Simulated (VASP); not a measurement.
The system is CdSe.

```
Cd Se
1.0
     0.00000    2.86898    2.86898
     2.86898    0.00000    2.86898
     2.86898    2.86898    0.00000
Cd Se
1 1
Direct
  0.00000 0.00000 0.00000
  0.50000 0.50000 0.50000
```

- Program: VASP 6.6.1
- Task: relaxation of cell and atoms
- Functional: r2SCAN
- Potentials or basis: VASP PAW PBE potentials, release 64 (Cd, Se)
- Cutoff: 600 eV
- k mesh: 8 × 8 × 8
- Occupations: fermi-dirac, width 0.02 eV
- Spin: no spin polarisation

At the start: pressure -1.5 GPa; volume 23.61 Å³/atom.

Where does the relaxation end?

Over 3 steps the energy falls by 2.6 meV/atom and the volume is 23.08 Å³/atom (-2.3 %); space group Fm-3m (No. 225, to 0.1 Å) before and after.

Step by step:
```csv
step,energy change (eV),largest force (eV/Å),pressure (GPa),volume (Å³)
1,0.0000,0.0000,-1.52,47.23
2,-0.0043,0.0000,0.69,45.71
3,-0.0053,0.0000,0.00,46.15
```

Final structure:
```
Cd Se
1.0
     0.00000    2.84696    2.84696
     2.84696    0.00000    2.84696
     2.84696    2.84696    0.00000
Cd Se
1 1
Direct
  0.00000 0.00000 0.00000
  0.50000 0.50000 0.50000
```

Caveat: the PAW data sets were made with another functional, which shifts forces and pressure a little.
